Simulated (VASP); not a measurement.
# InP (Fm-3m) in VASP: vibrations by perturbation theory with LDA

Aim: the vibrations by perturbation theory of InP with LDA.

Program: VASP 6.6.1. These are calculated values, not measurements. Logs are shortened: lines on timing, memory, paths and dates and some standing lists are left out, and cuts for length are marked.

### Step 1. The cell of the first run

Symmetry: Fm-3m, No. 225, cubic system. The conventional cell has a = 5.381 Å, b = 5.381 Å, c = 5.381 Å, α = 90.00°, β = 90.00°, γ = 90.00°. In (site symmetry m-3m) has 6 P at 2.69 Å within 3.5 Å. P (site symmetry m-3m) has 6 In at 2.69 Å within 3.5 Å.

### Step 2. Vibrations by perturbation theory, LDA

INCAR reads:

```
ALGO     = Normal         # electronic algorithm
EDIFF    = 1E-8           # SCF threshold, eV
ENCUT    = 520            # plane-wave cutoff, eV
GGA      = CA             # functional
IBRION   = 8              # ionic algorithm
ISIF     = 2              # what is computed and relaxed
ISMEAR   = -1             # smearing method
LASPH    = T              # aspherical terms in the spheres
LCHARG   = F              # write CHGCAR
LREAL    = F              # projectors in reciprocal space
LWAVE    = F              # write WAVECAR
NBANDS   = 16             # bands
NELM     = 100            # most SCF steps
NSW      = 1              # ionic steps
PREC     = Accurate       # precision mode
SIGMA    = 0.15           # smearing width, eV
```

KPOINTS reads:

```
k-points
0
Gamma
  14 14 14
```

POSCAR reads:

```
InP
1.0
    0.0000000000      2.6904063340      2.6904063340
    2.6904063340      0.0000000000      2.6904063340
    2.6904063340      2.6904063340      0.0000000000
In P
1 1
Direct
    0.0000000000      0.0000000000      0.0000000000
    0.5000000000      0.5000000000      0.5000000000
```

Potentials or basis: VASP PAW LDA potentials, release 64 (In_d, P).

Command:

```
$ cat potpaw_LDA.64/In_d/POTCAR potpaw_LDA.64/P/POTCAR > POTCAR
$ mpirun -np 1 vasp_std > vasp.out
```

OUTCAR:

```text
EDIFF = 1E-8
   ENCUT = 520
   GGA = CA
   IBRION = 8
   ISIF = 2
   ISMEAR = -1
   LASPH = T
   LREAL = F
   NELM = 100
   NSW = 1
   PREC = Accurate

 ion  position               nearest neighbor table
   1  0.000  0.000  0.000-   2 2.69   2 2.69   2 2.69   2 2.69   2 2.69   2 2.69
   2  0.500  0.500  0.500-   1 2.69   1 2.69   1 2.69   1 2.69   1 2.69   1 2.69

  LATTYP: Found a face centered cubic cell.
 ALAT       =     5.3808126680

  Lattice vectors:

 A1 = (   0.0000000000,   2.6904063340,   2.6904063340)
 A2 = (   2.6904063340,   0.0000000000,   2.6904063340)
 A3 = (   2.6904063340,   2.6904063340,   0.0000000000)

Analysis of symmetry for initial positions (statically):
=====================================================================
 Subroutine PRICEL returns:
 Original cell was already a primitive cell.

 Routine SETGRP: Setting up the symmetry group for a
 face centered cubic supercell.

 Subroutine GETGRP returns: Found 48 space group operations
 (whereof 48 operations were pure point group operations)
 out of a pool of 48 trial point group operations.

The static configuration has the point symmetry O_h .

Analysis of symmetry for dynamics (positions and initial velocities):
=====================================================================
 Subroutine PRICEL returns:
 Original cell was already a primitive cell.

 Routine SETGRP: Setting up the symmetry group for a
 face centered cubic supercell.

 Subroutine GETGRP returns: Found 48 space group operations
 (whereof 48 operations were pure point group operations)
 out of a pool of 48 trial point group operations.

The dynamic configuration has the point symmetry O_h .

 Subroutine INISYM returns: Found 48 space group operations
 (whereof 48 operations are pure point group operations),
 and found     1 'primitive' translations

----------------------------------------------------------------------------------------

                                     Primitive cell

  volume of cell :      38.9479

  direct lattice vectors                    reciprocal lattice vectors
     0.000000000  2.690406334  2.690406334    -0.185845533  0.185845533  0.185845533
     2.690406334  0.000000000  2.690406334     0.185845533 -0.185845533  0.185845533
     2.690406334  2.690406334  0.000000000     0.185845533  0.185845533 -0.185845533

  length of vectors
     3.804809126  3.804809126  3.804809126     0.321893906  0.321893906  0.321893906

  position of ions in fractional coordinates (direct lattice)
     0.000000000  0.000000000  0.000000000
     0.500000000  0.500000000  0.500000000

  ion indices of the primitive-cell ions
   primitive index   ion index
                 1           1
                 2           2

----------------------------------------------------------------------------------------

 KPOINTS: k-points

Automatic generation of k-mesh.
 Grid dimensions read from file:
 generate k-points for:   14   14   14

 Generating k-lattice:

  Cartesian coordinates                     Fractional coordinates (reciprocal lattice)
    -0.013274681  0.013274681  0.013274681     0.071428571  0.000000000  0.000000000
     0.013274681 -0.013274681  0.013274681     0.000000000  0.071428571  0.000000000
     0.013274681  0.013274681 -0.013274681     0.000000000  0.000000000  0.071428571

  Length of vectors
     0.022992422  0.022992422  0.022992422

  Shift w.r.t. Gamma in fractional coordinates (k-lattice)
     0.000000000  0.000000000  0.000000000

 Subroutine IBZKPT returns following result:
 ===========================================

 Found    104 irreducible k-points:

 Following reciprocal coordinates:
            Coordinates               Weight
  0.000000  0.000000  0.000000      1.000000
  0.071429  0.000000  0.000000      8.000000
  0.142857  0.000000  0.000000      8.000000
  0.214286  0.000000  0.000000      8.000000
  0.285714  0.000000  0.000000      8.000000
  0.357143  0.000000  0.000000      8.000000
[... 16 lines left out ...]
  0.214286  0.142857  0.000000     24.000000
  0.285714  0.142857  0.000000     24.000000
 [... further k-points ...]
   k-points           NKPTS =    104   k-points in BZ     NKDIM =    104   number of bands    NBANDS=     16
   number of dos      NEDOS =    301   number of ions     NIONS =      2
   total plane-waves  NPLWV =  21952
   dimension x,y,z NGX =    28 NGY =   28 NGZ =   28
   dimension x,y,z NGXF=    56 NGYF=   56 NGZF=   56
   ions per type =               1   1
   NGX,Y,Z   is equivalent  to a cutoff of  12.23, 12.23, 12.23 a.u.
   NGXF,Y,Z  is equivalent  to a cutoff of  24.47, 24.47, 24.47 a.u.
 SYSTEM =  unknown system
   PREC   = accura    normal or accurate (medium, high low for compatibility)
   ISTART =      0    job   : 0-new  1-cont  2-samecut
   ICHARG =      2    charge: 1-file 2-atom 10-const
   ISPIN  =      1    spin polarized calculation?
   LNONCOLLINEAR =      F non collinear calculations
   LSORBIT =      F    spin-orbit coupling
   LASPH  =      T    aspherical Exc in radial PAW
   ENCUT  =  520.0 eV  38.22 Ry    6.18 a.u.   7.07  7.07  7.07*2*pi/ulx,y,z
   NELM   =    100;   NELMIN=  2; NELMDL= -5     # of ELM steps
   EDIFF  = 0.1E-07   stopping-criterion for ELM
   LREAL  =      F    real-space projection
   EDIFFG = 0.1E-06   stopping-criterion for IOM
   NSW    =      1    number of steps for IOM
   IBRION =      8    ionic relax: 0-MD 1-quasi-New 2-CG
   NFREE  =      0    steps in history (QN), initial steepest desc. (CG)
   ISIF   =      2    stress and relaxation
   ISYM   =      2    0-nonsym 1-usesym 2-fastsym
   POTIM  = 0.5000    time-step for ionic-motion
   TEBEG  =    0.0;   TEEND  =   0.0 temperature during run
   PSTRESS=    0.0 pullay stress
   NELECT =      18.0000    total number of electrons
   NUPDOWN=      -1.0000    fix difference up-down
   EMIN   =  10.00;   EMAX   =-10.00  energy-range for DOS
   EFERMI =   0.00;   METHOD = LEGACY
   ISMEAR =    -1;   SIGMA  =   0.15  broadening in eV -4-tet -1-fermi 0-gaus
   EFERMI_NEDOS =   21; number of points for ismear=-14 and -15
   IALGO  =     38    algorithm
   IMIX   =      4    mixing-type and parameters
     AMIX     =   0.40;   BMIX     =  1.00
     AMIX_MAG =   1.60;   BMIX_MAG =  1.00
  volume/ion in A,a.u.               =      19.47       131.42
  Fermi-wavevector in a.u.,A,eV,Ry     =   1.265720  2.391865 21.797189  1.602048
  Thomas-Fermi vector in A             =   2.398959
   LORBIT       =      0    0 simple, 1 ext, 2 COOP (PROOUT), +10 PAW based schemes
   GGA     = CA    functional components
   LHFCALC =     F    Hartree Fock is set to
   AEXX    =    0.0000 exact exchange contribution
   IVDW    =     0    specifies the selected vdW correction
   LEPSILON=     F    determine dielectric tensor
   LRPA    =     F    only Hartree local field effects (RPA)
 non-spin polarized calculation
  energy-cutoff  :      520.00
  volume of cell :       38.95
 maximum number of plane-waves:      1067
   NGX = 15   NGY = 15   NGZ = 15

--------------------------------------- Ionic step        1  -------------------------------------------

 number of electron      18.0000004 magnetization

 Free energy of the ion-electron system (eV)
  ---------------------------------------------------
  ext. energy  EPLUGINS =         0.00000000
  ---------------------------------------------------
  free energy    TOTEN  =        -9.34996677 eV

  energy without entropy =       -9.28486015  energy(sigma->0) =       -9.31741346

 E-fermi :   7.9901     XC(G=0): -11.0360

 val. band max:        7.9844719480   @ k =  -0.1429   0.2143   0.0714
 cond. band min:       7.9945869764   @ k =   0.3571   0.0000   0.0000
 fundamental gap:      0.0101150283
 Fermi energy:         7.9901156622

 k-point     1 :       0.0000    0.0000    0.0000
  band No.  band energies     occupation
      1      -6.3272      2.00000
      2      -6.3272      2.00000
      3      -6.2973      2.00000
      4      -6.2973      2.00000
      5      -6.2973      2.00000
      6      -4.7239      2.00000
[... 433 lines left out ...]
      3      -6.3166      2.00000
      4      -6.2454      2.00000
      5      -6.2256      2.00000
      6      -3.6623      2.00000
[... 8 lines left out ...]
     15      18.3140      0.00000
     16      18.5187      0.00000

 [... further k-points ...]
[... 5 lines left out ...]
  --------------------------------------------------------------------------------------
  -------------------------------------------------------------------------------------
  Total        0.5041483      0.5041483      0.5041483      0.0000000      0.0000000      0.0000000
  in kB       20.7388775     20.7388775     20.7388775      0.0000000      0.0000000      0.0000000
  external PRESSURE =      20.7388775 kB  Pullay stress =       0.0000000 kB

 VOLUME and BASIS-vectors are now :
 -----------------------------------------------------------------------------
  energy-cutoff  :      520.00
  volume of cell :       38.95
      direct lattice vectors                 reciprocal lattice vectors
     0.000000000  2.690406334  2.690406334    -0.185845533  0.185845533  0.185845533
     2.690406334  0.000000000  2.690406334     0.185845533 -0.185845533  0.185845533
     2.690406334  2.690406334  0.000000000     0.185845533  0.185845533 -0.185845533

 POSITION                                       TOTAL-FORCE (eV/Angst)
 -----------------------------------------------------------------------------------
      0.00000      0.00000      0.00000         0.000000      0.000000      0.000000
      2.69041      2.69041      2.69041        -0.000000     -0.000000     -0.000000
 -----------------------------------------------------------------------------------
    total drift:                               -0.000000      0.000000      0.000000

  FREE ENERGIE OF THE ION-ELECTRON SYSTEM (eV)
  ---------------------------------------------------
  free  energy   TOTEN  =        -9.3499667700 eV

  energy  without entropy=       -9.2848601521  energy(sigma->0) =       -9.31741346

[... ionic steps 2 to 3 ...]

--------------------------------------- Ionic step        4  -------------------------------------------

------------------------ aborting loop because EDIFF is reached ----------------------------------------

[... ionic steps 5 to 6 ...]

--------------------------------------- Ionic step        7  -------------------------------------------

 Free energy of the ion-electron system (eV)
  ---------------------------------------------------
  ---------------------------------------------------
  free energy    TOTEN  =        -0.04742756 eV

  energy without entropy =       -0.04742756

------------------------ aborting loop because EDIFF is reached ----------------------------------------

 INTERNAL STRAIN TENSOR  FOR ION    2  DIRECTION 1   (eV/Angst):
 -----------------------------------------------------------------------------
    -0.05388  0.00000  0.00000
     0.00000  0.03465  0.00000
    -0.00000  0.00000  0.03465

 INTERNAL STRAIN TENSOR FOR ION    2 for displacements in x,y,z  (eV/Angst):
          X           Y           Z          XY          YZ          ZX
  --------------------------------------------------------------------------------
  x     0.00000     0.00000     0.00000     0.00000     0.00000     0.00000
  y     0.00000     0.00000     0.00000     0.00000     0.00000     0.00000
  z     0.00000     0.00000     0.00000     0.00000     0.00000     0.00000

 SECOND DERIVATIVES (NOT SYMMETRIZED)
 ------------------------------------
               1X          1Y          1Z          2X          2Y          2Z
  1X    -3.219081    0.000000    0.000000    3.219081    0.000000    0.000000
  1Y     0.000000   -3.219081    0.000000    0.000000    3.219081    0.000000
  1Z     0.000000    0.000000   -3.219081    0.000000    0.000000    3.219081
  2X     3.194380    0.000000    0.000000   -3.194380    0.000000    0.000000
  2Y     0.000000    3.194380    0.000000    0.000000   -3.194380    0.000000
  2Z     0.000000    0.000000    3.194380    0.000000    0.000000   -3.194380

 Eigenvectors and eigenvalues of the dynamical matrix
 ----------------------------------------------------

   1 f  =    5.661916 THz    35.574865 2PiTHz  188.861173 cm-1    23.415791 meV
             X         Y         Z           dx          dy          dz
      0.000000  0.000000  0.000000     0.000000   -0.462324   -0.000000
      2.690406  2.690406  2.690406    -0.000000    0.886711    0.000000
[... 21 lines left out ...]
   6 f/i=    0.008940 THz     0.056169 2PiTHz    0.298194 cm-1     0.036971 meV
             X         Y         Z           dx          dy          dz
      0.000000  0.000000  0.000000     0.172268    0.431034    0.755507
      2.690406  2.690406  2.690406     0.089819    0.224738    0.393915

--------------------------------------------------------------------------------------------------------

 ELASTIC MODULI CONTR FROM IONIC RELAXATION (kBar)
 Direction    XX          YY          ZZ          XY          YZ          ZX
 --------------------------------------------------------------------------------
 XX           0.0000      0.0000      0.0000      0.0000      0.0000      0.0000
 YY           0.0000      0.0000      0.0000      0.0000      0.0000      0.0000
 ZZ           0.0000      0.0000      0.0000      0.0000      0.0000      0.0000
 XY           0.0000      0.0000      0.0000      0.0000      0.0000      0.0000
 YZ           0.0000      0.0000      0.0000      0.0000      0.0000      0.0000
 ZX           0.0000      0.0000      0.0000      0.0000      0.0000      0.0000
 --------------------------------------------------------------------------------
```

Run time: 13 min. Hardware: 1 thread of Intel Xeon 8259CL, shared host; peak memory 0.41 GiB.

What came out:

- Highest phonon frequency at Γ, LO-TO splitting left out: 189 cm⁻¹

Phonon frequencies in cm⁻¹ (negative: imaginary):
| q point | frequencies |
| --- | --- |
| (0.000, 0.000, 0.000) | 0 0 0 189 189 189 |

Caveat: the cell stands under pressure or tension, which shifts response properties; spin-orbit coupling is left out, which moves the levels of the heavy elements.
